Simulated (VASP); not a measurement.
Runs of VASP 6.6.1 on SrCl2. The structure is that of space group I4/mmm (No. 139), or close to it. The cells are those of the table. 

```csv
cell,gap on the mesh (eV),pressure (GPa)
"a = 4.840, b = 4.840, c = 4.535 Å, angles 62.1, 62.1, 55.9°, 3 atoms",5.13,7.3
"a = 4.736, b = 4.736, c = 4.535 Å, angles 61.4, 61.4, 57.2°, 3 atoms",(c),10.1
"a = 4.945, b = 4.945, c = 4.535 Å, angles 62.7, 62.7, 54.6°, 3 atoms",4.70,5.0
"a = 4.832, b = 4.832, c = 4.929 Å, angles 59.3, 59.3, 61.3°, 3 atoms",5.75,(b)
"a = 4.736, b = 4.736, c = 4.929 Å, angles 58.6, 58.6, 62.7°, 3 atoms",5.40,4.5
"a = 4.635, b = 4.635, c = 4.732 Å, angles 59.3, 59.3, 61.4°, 3 atoms",(a),9.9
```

Alike in all rows: task single point; level r2SCAN; potentials or basis VASP PAW PBE potentials, release 64 (Sr_sv, Cl); no spin polarisation; k mesh 6 × 6 × 6; cutoff (eV) 520; smearing gaussian 0.05 eV.

**Question.** Estimate the missing entries.

**Answer.** (a) 5.57; (b) 2.2; (c) 5.51.

Caveats: the PAW data sets were made with another functional, which shifts forces and pressure a little; the cell stands under pressure (at least some runs).

A k mesh can miss the band edges, and the runs leave out spin-orbit coupling on Sr.
